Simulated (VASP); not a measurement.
Ge: single point with LDA

The system is Ge.

```xyz
2
Lattice="0.0000 2.8763 2.6795 2.8763 0.0000 2.6795 2.8763 2.8763 0.0000" Properties=species:S:1:pos:R:3 pbc="T T T"
Ge    2.7924    2.8763    2.6795
Ge    4.3984    4.3145    4.0192
```

This cell differs from its parent crystal: atoms displaced along a vibrational mode, the cell strained.

```
Program             : VASP 6.6.1
Task                : single point
Functional          : LDA
Potentials or basis : VASP PAW LDA potentials, release 64 (Ge_d)
Cutoff              : 520 eV
k mesh              : 14 × 14 × 14
Occupations         : gaussian, width 0.15 eV
Spin                : no spin polarisation
```

```json
{
  "Pressure": "1.2 GPa",
  "Largest force": "1.837 eV/Å",
  "Band gap on the k mesh": "zero (bands 14 and 15 overlap by 0.92 eV)"
}
```

Forces on the atoms (eV/Å):
```
Ge   1.837  0.000  0.000
Ge  -1.837  0.000  0.000
```

Stress tensor (GPa, compression positive):
```
-0.87  0.00  0.00
 0.00  0.30 -5.31
 0.00 -5.31  4.29
```

Levels at points of the mesh, in eV from the Fermi level:
```csv
k point,band 12,band 13,band 14,band 15,band 16,band 17
"(0.00, 0.00, 0.00)",-0.91,-0.26,-0.16,0.75,1.71,2.42
"(0.50, 0.00, 0.00)",-7.42,-2.05,-1.22,-0.37,2.73,4.26
"(0.00, 0.00, 0.50)",-8.39,-2.12,-0.95,0.10,3.22,4.24
"(0.50, 0.50, 0.00)",-9.00,-3.58,-3.58,0.07,0.07,9.48
"(0.50, 0.00, 0.50)",-9.34,-3.08,-3.08,0.63,0.63,9.17
"(0.00, 0.50, 0.50)",-8.67,-3.40,-2.92,0.21,1.12,8.77
```

It took 3.9 min on 1 thread of Intel(R) Xeon(R) 6975P-C (Granite Rapids) (shared host), peak memory 0.58 GiB.

Caveat: the cell differs from its parent crystal (atoms displaced along a vibrational mode, the cell strained); the stress differs along the axes, from -1 to 4 GPa; forces of over 1 eV/Å act on the atoms, so gaps and moduli don't describe the material at rest.
